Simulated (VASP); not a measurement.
# Al2GaP3 (P-6m2) in VASP: a series of runs

Runs on Al2GaP3. Level: PBE. Tasks: single point, relaxation of cell and atoms.

All numbers are computed with VASP 6.6.1; they aren't measurements. Logs are shortened: lines on timing, memory, paths and dates and some standing lists are left out, and cuts for length are marked.

## (1) The cell of the first run

It takes space group P-6m2 (No. 187, hexagonal). Conventional cell: a = 4.020 Å, b = 4.020 Å, c = 7.513 Å, α = 90.00°, β = 90.00°, γ = 120.00°. Al (site symmetry 3m) has 3 Ga at 2.98 Å and 9 P at 2.98 to 2.99 Å and 2 Al at 3.73 to 3.79 Å within 3.9 Å. Within 3.1 Å of Ga (site symmetry -6m2) lie 3 P at 2.32 Å and 6 Al at 2.98 Å. P (site symmetry -6m2) has 3 P at 2.32 Å and 6 Al at 2.99 Å within 3.1 Å. Within 3.1 Å of P (site symmetry -6m2) lie 3 Ga at 2.32 Å and 6 Al at 2.98 Å. P (site symmetry -6m2) has 3 P at 2.32 Å and 6 Al at 2.99 Å within 3.1 Å.

## (2) Single point, PBE

INCAR reads:

```
PREC = Accurate ; ENCUT = 520
EDIFF = 1E-6 ; ISMEAR = 0
SIGMA = 0.1 ; LREAL = False
LASPH = True ; NELM = 60
ALGO = Normal ; ISIF = 2
LWAVE = False ; LCHARG = False
GGA = PE ; NBANDS = 26
```

KPOINTS reads:

```
regular mesh
0
Gamma
  6 6 2
```

POSCAR reads:

```
Al2GaP3
1.0
    4.0199104100      0.0000000000      0.0000000000
   -2.0099552000      3.4813445400      0.0000000000
    0.0000000000      0.0000000000      7.5128221400
Al Ga P
2 1 3
Direct
    0.6666666700      0.3333333300      0.2480740000
    0.6666666700      0.3333333300      0.7519260000
    0.0000000000      0.0000000000      0.0000000000
    0.0000000000      0.0000000000      0.5000000000
    0.3333333300      0.6666666700      0.0000000000
    0.3333333300      0.6666666700      0.5000000000
```

Potentials or basis: VASP PAW PBE potentials, release 64 (Al, Ga_d, P).

Command:

```console
cat potpaw_PBE.64/Al/POTCAR potpaw_PBE.64/Ga_d/POTCAR potpaw_PBE.64/P/POTCAR > POTCAR
mpirun -np 1 vasp_std > vasp.out
```

OUTCAR:

```text
PREC = Accurate
   ENCUT = 520
   EDIFF = 1E-6
   ISMEAR = 0
   LREAL = False
   LASPH = True
   NELM = 60
   ISIF = 2
   GGA = PE

 ion  position               nearest neighbor table
   1  0.667  0.333  0.248-   3 2.98   5 2.98   5 2.98   3 2.98   3 2.98   5 2.98   4 2.99   6 2.99
                             6 2.99   4 2.99   4 2.99   6 2.99
   2  0.667  0.333  0.752-   3 2.98   5 2.98   5 2.98   3 2.98   3 2.98   5 2.98   4 2.99   6 2.99
                             6 2.99   4 2.99   4 2.99   6 2.99
   3  0.000  0.000  0.000-   5 2.32   5 2.32   5 2.32   1 2.98   2 2.98   2 2.98   1 2.98   2 2.98
                             1 2.98
   4  0.000  0.000  0.500-   6 2.32   6 2.32   6 2.32   1 2.99   2 2.99   2 2.99   1 2.99   2 2.99
                             1 2.99
   5  0.333  0.667  0.000-   3 2.32   3 2.32   3 2.32   1 2.98   2 2.98   1 2.98   2 2.98   1 2.98
                             2 2.98
   6  0.333  0.667  0.500-   4 2.32   4 2.32   4 2.32   1 2.99   2 2.99   1 2.99   2 2.99   1 2.99
                             2 2.99

  LATTYP: Found a hexagonal cell.
 ALAT       =     4.0199104100
 C/A-ratio  =     1.8689028794

  Lattice vectors:

 A1 = (   4.0199104100,   0.0000000000,   0.0000000000)
 A2 = (  -2.0099552000,   3.4813445400,   0.0000000000)
 A3 = (   0.0000000000,   0.0000000000,   7.5128221400)

Analysis of symmetry for initial positions (statically):
=====================================================================
 Subroutine PRICEL returns:
 Original cell was already a primitive cell.

 Routine SETGRP: Setting up the symmetry group for a
 hexagonal supercell.

 Subroutine GETGRP returns: Found 12 space group operations
 (whereof 12 operations were pure point group operations)
 out of a pool of 24 trial point group operations.

The static configuration has the point symmetry D_3h.

Analysis of symmetry for dynamics (positions and initial velocities):
=====================================================================
 Subroutine PRICEL returns:
 Original cell was already a primitive cell.

 Routine SETGRP: Setting up the symmetry group for a
 hexagonal supercell.

 Subroutine GETGRP returns: Found 12 space group operations
 (whereof 12 operations were pure point group operations)
 out of a pool of 24 trial point group operations.

The dynamic configuration has the point symmetry D_3h.

 Subroutine INISYM returns: Found 12 space group operations
 (whereof 12 operations are pure point group operations),
 and found     1 'primitive' translations

----------------------------------------------------------------------------------------

                                     Primitive cell

  volume of cell :     105.1396

  direct lattice vectors                    reciprocal lattice vectors
     4.019910410  0.000000000  0.000000000     0.248761763  0.143622670  0.000000000
    -2.009955200  3.481344540  0.000000000     0.000000000  0.287245341  0.000000000
     0.000000000  0.000000000  7.512822140     0.000000000  0.000000000  0.133105773

  length of vectors
     4.019910410  4.019910411  7.512822140     0.287245341  0.287245341  0.133105773

  position of ions in fractional coordinates (direct lattice)
     0.666666670  0.333333330  0.248074000
     0.666666670  0.333333330  0.751926000
     0.000000000  0.000000000  0.000000000
     0.000000000  0.000000000  0.500000000
     0.333333330  0.666666670  0.000000000
     0.333333330  0.666666670  0.500000000

  ion indices of the primitive-cell ions
   primitive index   ion index
                 1           1
                 2           2
                 3           3
                 4           4
                 5           5
                 6           6

----------------------------------------------------------------------------------------

 KPOINTS: regular mesh

Automatic generation of k-mesh.
 Grid dimensions read from file:
 generate k-points for:    6    6    2

 Generating k-lattice:

  Cartesian coordinates                     Fractional coordinates (reciprocal lattice)
     0.041460294  0.023937112  0.000000000     0.166666667  0.000000000  0.000000000
     0.000000000  0.047874224  0.000000000     0.000000000  0.166666667  0.000000000
     0.000000000  0.000000000  0.066552887     0.000000000  0.000000000  0.500000000

  Length of vectors
     0.047874224  0.047874224  0.066552887

  Shift w.r.t. Gamma in fractional coordinates (k-lattice)
     0.000000000  0.000000000  0.000000000

 Subroutine IBZKPT returns following result:
 ===========================================

 Found     14 irreducible k-points:

 Following reciprocal coordinates:
            Coordinates               Weight
  0.000000  0.000000  0.000000      1.000000
  0.166667  0.000000  0.000000      6.000000
  0.333333  0.000000  0.000000      6.000000
  0.500000  0.000000  0.000000      3.000000
  0.166667  0.166667  0.000000      6.000000
  0.333333  0.166667  0.000000     12.000000
  0.333333  0.333333  0.000000      2.000000
  0.000000  0.000000  0.500000      1.000000
  0.166667  0.000000  0.500000      6.000000
  0.333333  0.000000  0.500000      6.000000
  0.500000  0.000000  0.500000      3.000000
  0.166667  0.166667  0.500000      6.000000
  0.333333  0.166667  0.500000     12.000000
  0.333333  0.333333  0.500000      2.000000
   k-points           NKPTS =     14   k-points in BZ     NKDIM =     14   number of bands    NBANDS=     26
   number of dos      NEDOS =    301   number of ions     NIONS =      6
   total plane-waves  NPLWV =  50400
   dimension x,y,z NGX =    30 NGY =   30 NGZ =   56
   dimension x,y,z NGXF=    60 NGYF=   60 NGZF=  112
   ions per type =               2   1   3
   NGX,Y,Z   is equivalent  to a cutoff of  12.41, 12.41, 12.39 a.u.
   NGXF,Y,Z  is equivalent  to a cutoff of  24.81, 24.81, 24.78 a.u.
 SYSTEM =  unknown system
   PREC   = accura    normal or accurate (medium, high low for compatibility)
   ISTART =      0    job   : 0-new  1-cont  2-samecut
   ICHARG =      2    charge: 1-file 2-atom 10-const
   ISPIN  =      1    spin polarized calculation?
   LNONCOLLINEAR =      F non collinear calculations
   LSORBIT =      F    spin-orbit coupling
   LASPH  =      T    aspherical Exc in radial PAW
   ENCUT  =  520.0 eV  38.22 Ry    6.18 a.u.   7.47  7.47 13.97*2*pi/ulx,y,z
   NELM   =     60;   NELMIN=  2; NELMDL= -5     # of ELM steps
   EDIFF  = 0.1E-05   stopping-criterion for ELM
   LREAL  =      F    real-space projection
   EDIFFG = 0.1E-04   stopping-criterion for IOM
   NSW    =      0    number of steps for IOM
   IBRION =     -1    ionic relax: 0-MD 1-quasi-New 2-CG
   NFREE  =      0    steps in history (QN), initial steepest desc. (CG)
   ISIF   =      2    stress and relaxation
   ISYM   =      2    0-nonsym 1-usesym 2-fastsym
   POTIM  = 0.5000    time-step for ionic-motion
   TEBEG  =    0.0;   TEEND  =   0.0 temperature during run
   PSTRESS=    0.0 pullay stress
   NELECT =      34.0000    total number of electrons
   NUPDOWN=      -1.0000    fix difference up-down
   EMIN   =  10.00;   EMAX   =-10.00  energy-range for DOS
   EFERMI =   0.00;   METHOD = LEGACY
   ISMEAR =     0;   SIGMA  =   0.10  broadening in eV -4-tet -1-fermi 0-gaus
   EFERMI_NEDOS =   21; number of points for ismear=-14 and -15
   IALGO  =     38    algorithm
   IMIX   =      4    mixing-type and parameters
     AMIX     =   0.40;   BMIX     =  1.00
     AMIX_MAG =   1.60;   BMIX_MAG =  1.00
  volume/ion in A,a.u.               =      17.52       118.25
  Fermi-wavevector in a.u.,A,eV,Ry     =   1.123688  2.123462 17.179724  1.262674
  Thomas-Fermi vector in A             =   2.260355
   LORBIT       =      0    0 simple, 1 ext, 2 COOP (PROOUT), +10 PAW based schemes
   GGA     = PE    functional components
   LHFCALC =     F    Hartree Fock is set to
   AEXX    =    0.0000 exact exchange contribution
   IVDW    =     0    specifies the selected vdW correction
   LEPSILON=     F    determine dielectric tensor
   LRPA    =     F    only Hartree local field effects (RPA)
 non-spin polarized calculation
 Gauss-broadening in eV      SIGMA  =   0.10
  energy-cutoff  :      520.00
  volume of cell :      105.14
 maximum number of plane-waves:      2864
 NGX is ok and might be reduce to    30
   NGX = 15   NGY = 15   NGZ = 27

 number of electron      33.9999994 magnetization

 Free energy of the ion-electron system (eV)
  ---------------------------------------------------
  ext. energy  EPLUGINS =         0.00000000
  ---------------------------------------------------
  free energy    TOTEN  =       -24.16208703 eV

  energy without entropy =      -24.14093204  energy(sigma->0) =      -24.15150953

 E-fermi :   7.4675     XC(G=0): -10.4116

 val. band max:        7.4569995676   @ k =   0.1667   0.0000   0.0000
 cond. band min:       7.5049088184   @ k =   0.3333   0.1667   0.5000
 fundamental gap:      0.0479092508
 Fermi energy:         7.4674907615

 k-point     1 :       0.0000    0.0000    0.0000
  band No.  band energies     occupation
      1      -8.2123      2.00000
      2      -8.1307      2.00000
      3      -8.1307      2.00000
      4      -8.0265      2.00000
      5      -8.0265      2.00000
      6      -7.2311      2.00000
[... 18 lines left out ...]
     25      10.7394      0.00000
     26      10.7394      0.00000

 k-point     2 :       0.1667    0.0000    0.0000
  band No.  band energies     occupation
      1      -8.2054      2.00000
      2      -8.1185      2.00000
      3      -8.1169      2.00000
      4      -8.0332      2.00000
      5      -8.0278      2.00000
      6      -6.9392      2.00000
[... 18 lines left out ...]
     25      11.7026      0.00000
[... 318 lines left out ...]
     25      12.6522      0.00000
     26      13.2974      0.00000

 k-point    14 :       0.3333    0.3333    0.5000
  band No.  band energies     occupation
      1      -8.1961      2.00000
      2      -8.0853      2.00000
      3      -8.0684      2.00000
      4      -8.0461      2.00000
      5      -8.0422      2.00000
      6      -4.2764      2.00000
[... 18 lines left out ...]
     25      12.8745      0.00000
     26      13.4111      0.00000

------------------------ aborting loop because EDIFF is reached ----------------------------------------

  FORCE on cell =-STRESS in cart. coord.  units (eV):
  Direction    XX          YY          ZZ          XY          YZ          ZX
  --------------------------------------------------------------------------------------
  -------------------------------------------------------------------------------------
  Total        3.9193076      3.9193076     -2.0639102      0.0000000      0.0000000      0.0000000
  in kB       59.7246260     59.7246261    -31.4510309      0.0000001      0.0000000      0.0000000
  external PRESSURE =      29.3327404 kB  Pullay stress =       0.0000000 kB

 VOLUME and BASIS-vectors are now :
 -----------------------------------------------------------------------------
  energy-cutoff  :      520.00
  volume of cell :      105.14
      direct lattice vectors                 reciprocal lattice vectors
     4.019910410  0.000000000  0.000000000     0.248761763  0.143622670  0.000000000
    -2.009955200  3.481344540  0.000000000     0.000000000  0.287245341  0.000000000
     0.000000000  0.000000000  7.512822140     0.000000000  0.000000000  0.133105773

 POSITION                                       TOTAL-FORCE (eV/Angst)
 -----------------------------------------------------------------------------------
      2.00996      1.16045      1.86374         0.000000      0.000000      0.815626
      2.00996      1.16045      5.64909         0.000000      0.000000     -0.815626
      0.00000      0.00000      0.00000        -0.000000      0.000000      0.000000
      0.00000      0.00000      3.75641         0.000000      0.000000      0.000000
     -0.00000      2.32090      0.00000        -0.000000      0.000000      0.000000
     -0.00000      2.32090      3.75641         0.000000      0.000000      0.000000
 -----------------------------------------------------------------------------------
    total drift:                                0.000010     -0.000006     -0.000000

  FREE ENERGIE OF THE ION-ELECTRON SYSTEM (eV)
  ---------------------------------------------------
  free  energy   TOTEN  =       -24.1620870301 eV

  energy  without entropy=      -24.1409320375  energy(sigma->0) =      -24.15150953
```

Wall time 15 s (1 thread of Intel Xeon 6975P-C (Granite Rapids), shared host); peak memory 0.22 GiB.

Results:

```
Free energy            : -24.1621 eV
Pressure               : 2.9 GPa
Largest force          : 0.816 eV/Å
Band gap on the k mesh : zero (band 17 reaches 7.77 eV, above the bottom of band 18 at 6.88 eV)
```

Forces on the atoms (eV/Å):
```
Al   0.000  0.000  0.816
Al   0.000  0.000 -0.816
Ga   0.000  0.000  0.000
P    0.000  0.000  0.000
P    0.000  0.000  0.000
P    0.000  0.000  0.000
```

Stress tensor (GPa, compression positive):
```
 5.97  0.00  0.00
 0.00  5.97  0.00
 0.00  0.00 -3.15
```

Levels at points of the mesh, in eV from the Fermi level:
```tsv
k point	band 13	band 14	band 15	band 16	band 17	band 18	band 19	band 20	band 21	band 22
(0.00, 0.00, 0.00)	-2.90	-2.86	-2.86	-0.99	-0.99	-0.59	0.99	0.99	1.57	2.71
(0.50, 0.00, 0.00)	-4.51	-4.31	-2.10	-1.73	-0.40	1.00	1.11	1.47	1.78	4.63
(0.00, 0.00, 0.50)	-2.89	-2.89	-1.83	-0.88	-0.88	0.51	0.53	0.53	1.29	2.37
(0.50, 0.00, 0.50)	-4.27	-3.79	-3.57	-2.38	-2.20	1.71	2.13	2.38	2.54	4.41
```

Caveat: the k points lie up to 0.42 Å⁻¹ apart.

## (3) Single point, PBE

This run uses another cell than the first one, of 17.74 Å³/atom, 1.013 times its volume.

INCAR reads:

```
  PREC = Accurate
  ENCUT = 520
  EDIFF = 1E-6
  ISMEAR = 0
  SIGMA = 0.1
  LREAL = F
  LASPH = T
  NELM = 100
  ALGO = Normal
  ISIF = 2
  LWAVE = F
  LCHARG = F
  GGA = PE
  NBANDS = 26
```

KPOINTS reads:

```
Automatic mesh
0
Gamma
  6 6 2
```

POSCAR reads:

```
Al2GaP3
1.0
    4.0846520387     -0.0000000029      0.0000000000
   -2.0423260168      3.5374124326      0.0000000000
    0.0000000000      0.0000000000      7.3683840476
Al Ga P
2 1 3
Direct
    0.6666666667      0.3333333333      0.2870693336
    0.6666666667      0.3333333333      0.7129306664
    0.0000000000      0.0000000000      0.0000000000
    0.0000000000      0.0000000000      0.5000000000
    0.3333333333      0.6666666667      0.0000000000
    0.3333333333      0.6666666667      0.5000000000
```

Potentials or basis: VASP PAW PBE potentials, release 64 (Al, Ga_d, P).

Command:

```console
cat potpaw_PBE.64/Al/POTCAR potpaw_PBE.64/Ga_d/POTCAR potpaw_PBE.64/P/POTCAR > POTCAR
mpirun -np 1 vasp_std > vasp.out
```

It took 15 s on 1 thread of Intel Xeon 6975P-C (Granite Rapids), shared host; peak memory 0.22 GiB.

It converged, with:

```
Free energy            : -24.6251 eV
Pressure               : -0.1 GPa
Largest force          : 0.012 eV/Å
Band gap on the k mesh : zero (band 17 reaches 7.50 eV, above the bottom of band 18 at 6.70 eV)
```

Forces on the atoms (eV/Å):
```
Al   0.000  0.000  0.012
Al   0.000  0.000 -0.012
Ga   0.000  0.000  0.000
P    0.000  0.000  0.000
P    0.000  0.000  0.000
P    0.000  0.000  0.000
```

Stress tensor (GPa, compression positive):
```
-0.17  0.00  0.00
 0.00 -0.17  0.00
 0.00  0.00 -0.08
```

Levels at points of the mesh, in eV from the Fermi level:
| k point | band 13 | band 14 | band 15 | band 16 | band 17 | band 18 | band 19 | band 20 | band 21 | band 22 |
| --- | --- | --- | --- | --- | --- | --- | --- | --- | --- | --- |
| (0.00, 0.00, 0.00) | -2.54 | -2.38 | -2.38 | -1.83 | -1.83 | -0.48 | 1.33 | 1.45 | 1.83 | 1.83 |
| (0.50, 0.00, 0.00) | -4.71 | -3.81 | -1.54 | -1.20 | -0.20 | 1.15 | 1.49 | 1.91 | 2.41 | 4.18 |
| (0.00, 0.00, 0.50) | -2.41 | -2.41 | -1.82 | -1.82 | -1.56 | -0.02 | 1.30 | 1.30 | 1.39 | 2.25 |
| (0.50, 0.00, 0.50) | -3.92 | -3.55 | -3.08 | -1.87 | -1.65 | 1.92 | 2.09 | 2.47 | 3.21 | 4.14 |

Caveat: the k points lie up to 0.43 Å⁻¹ apart.

[end of part 1 of 2]
